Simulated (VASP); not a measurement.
Crystal: Se.

```
CELL_PARAMETERS angstrom
4.50482 0.00000 0.00000
-2.25241 3.90129 0.00000
0.00000 0.00000 4.97880
ATOMIC_POSITIONS crystal
Se 0.21789 0.00000 0.33333
Se 0.00000 0.21789 0.66667
Se 0.78211 0.78211 0.00000
```

| Quantity | Value |
| --- | --- |
| Program | VASP 6.6.1 |
| Task | relaxation of cell and atoms |
| Functional | LDA |
| Potentials or basis | VASP PAW LDA potentials, release 64 (Se) |
| Cutoff | 600 eV |
| k mesh | 12 × 12 × 8 |
| Occupations | gaussian, width 0.02 eV |
| Spin | no spin polarisation |

At the start: pressure -2.0 GPa; volume 29.17 Å³/atom.

Question: How do energy, volume and symmetry change on relaxing?

Answer: Over 23 steps the energy falls by 80.0 meV/atom and the volume is 23.03 Å³/atom (-21.1 %); space group P3_121 (No. 152, to 0.1 Å) before and after.

The path:
```tsv
step	energy change (eV)	largest force (eV/Å)	pressure (GPa)	volume (Å³)
1	0.0000	0.1218	-2.03	87.50
2	-0.0350	0.6095	0.33	82.91
3	-0.0353	0.6569	0.58	82.49
4	-0.0619	0.6167	0.62	80.96
5	-0.1295	0.5328	1.10	76.45
6	-0.1729	0.4723	4.26	67.83
7	-0.2137	0.1627	2.44	67.86
8	-0.2256	0.2150	-0.13	67.86
9	-0.2286	0.1269	0.52	67.87
10	-0.2287	0.1126	0.62	67.87
11	-0.2317	0.1061	0.41	68.17
12	-0.2374	0.0853	-0.19	69.10
13	-0.2337	0.0374	-1.21	70.98
14	-0.2383	0.0706	-0.53	69.68
15	-0.2396	0.0076	-0.04	69.43
16	-0.2396	0.0110	-0.02	69.42
17	-0.2397	0.0098	-0.03	69.40
18	-0.2398	0.0063	-0.08	69.33
19	-0.2398	0.0048	-0.10	69.30
20	-0.2399	0.0159	0.05	69.12
21	-0.2399	0.0131	0.02	69.17
22	-0.2399	0.0084	0.01	69.14
23	-0.2399	0.0001	0.00	69.08
```

Final structure:
```
CELL_PARAMETERS angstrom
3.94372 0.00000 0.00000
-1.97186 3.41537 0.00000
0.00000 0.00000 5.12851
ATOMIC_POSITIONS crystal
Se 0.25631 0.00000 0.33333
Se 0.00000 0.25631 0.66667
Se 0.74369 0.74369 0.00000
```

Caveat: the volume moved by over 15 % at a fixed basis, so the end points are rough.
